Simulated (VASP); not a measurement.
LiNbO3: single point with r2SCAN

The system is LiNbO3.

```xyz
5
Lattice="3.9332 0.0000 0.0000 0.0000 3.9332 0.0000 0.0000 0.0000 3.9332" Properties=species:S:1:pos:R:3 pbc="T T T"
Li    0.0000    0.0000    0.0000
Nb    1.9666    1.9666    1.9666
O     1.9666    1.9666    0.0000
O     1.9666    0.0000    1.9666
O     0.0000    1.9666    1.9666
```

```
Program             : VASP 6.6.1
Task                : single point
Functional          : r2SCAN
Potentials or basis : VASP PAW PBE potentials, release 64 (Li_sv, Nb_sv, O)
Cutoff              : 520 eV
k mesh              : 6 × 6 × 6
Occupations         : gaussian, width 0.01 eV
Spin                : no spin polarisation
```

The band gap on the k mesh is 2.11 eV, indirect (least direct gap 2.95 eV).

Levels at points of the mesh, in eV from the valence-band top:
| k point | band 14 | band 15 | band 16 | band 17 | band 18 | band 19 | band 20 | band 21 |
| --- | --- | --- | --- | --- | --- | --- | --- | --- |
| (0.00, 0.00, 0.00) | -1.16 | -0.84 | -0.84 | -0.84 | 2.11 | 2.11 | 2.11 | 5.33 |
| (0.50, 0.00, 0.00) | -2.13 | -1.51 | -0.90 | -0.90 | 2.18 | 4.84 | 4.84 | 6.17 |
| (0.50, 0.50, 0.00) | -2.06 | -2.06 | -1.50 | -0.02 | 4.87 | 4.87 | 6.08 | 7.73 |
| (0.50, 0.50, 0.50) | -4.62 | 0.00 | 0.00 | 0.00 | 6.06 | 6.06 | 6.06 | 7.77 |

Wall time 120 s on 1 thread of Intel(R) Xeon(R) Platinum 8259CL CPU @ 2.50GHz (Skylake/Cascade Lake), with other jobs on the host, peak memory 0.19 GiB.

Caveat: the PAW data sets were made with another functional, which shifts forces and pressure a little. r2SCAN opens gaps a little over a GGA but as a rule still falls short of measured ones.
